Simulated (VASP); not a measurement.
Here is a VASP 6.6.1 calculation.

INCAR

```
  PREC = Accurate
  ENCUT = 520
  EDIFF = 1E-6
  ISMEAR = 0
  SIGMA = 0.1
  LREAL = False
  LASPH = True
  NELM = 60
  ALGO = Normal
  ISIF = 2
  LWAVE = False
  LCHARG = False
  GGA = PE
  NBANDS = 56
```

Contents of KPOINTS:

```
Automatic mesh
0
Gamma
  6 4 2
```

File POSCAR:

```
Y5AlN6
1.0
    3.3803976150      0.0000000000      0.0000000000
    0.0000000000      4.8622085904      0.0000000000
    0.0000000000      0.0000000000     10.1421772348
Y Al N
5 1 6
Direct
    0.0000000000      0.0000000000      0.8419997045
    0.0000000000      0.0000000000      0.1580002955
    0.5000000000      0.5000000000      0.3257515790
    0.0000000000      0.0000000000      0.5000000000
    0.5000000000      0.5000000000      0.6742484210
    0.5000000000      0.5000000000      0.0000000000
    0.0000000000      0.5000000000      0.8528731617
    0.5000000000      0.0000000000      0.0000000000
    0.0000000000      0.5000000000      0.1471268383
    0.5000000000      0.0000000000      0.3302974795
    0.0000000000      0.5000000000      0.5000000000
    0.5000000000      0.0000000000      0.6697025205
```

Potentials or basis: VASP PAW PBE potentials, release 64 (Y_sv, Al, N).

Run with:

```bash
$ cat potpaw_PBE.64/Y_sv/POTCAR potpaw_PBE.64/Al/POTCAR potpaw_PBE.64/N/POTCAR > POTCAR
$ mpirun -np 1 vasp_std > vasp.out
```

Task: What does it give for the largest force?

Result: 0.005 eV/Å.

Task: What does it give for the band gap on the k mesh?

Result: 0.32 eV (least direct gap 0.40 eV).

Task: Estimate the pressure.

Result: -0.4 GPa.

Forces in eV/Å, atoms in the order of the input:
```
Y    0.000  0.000  0.000
Y    0.000  0.000  0.000
Y    0.000  0.000  0.004
Y    0.000  0.000  0.000
Y    0.000  0.000 -0.004
Al   0.000  0.000  0.000
N    0.000  0.000  0.005
N    0.000  0.000  0.000
N    0.000  0.000 -0.005
N    0.000  0.000 -0.003
N    0.000  0.000  0.000
N    0.000  0.000  0.003
```

Caveat: semilocal functionals underestimate gaps, and a narrow one can read as zero. A k mesh can miss the band edges.
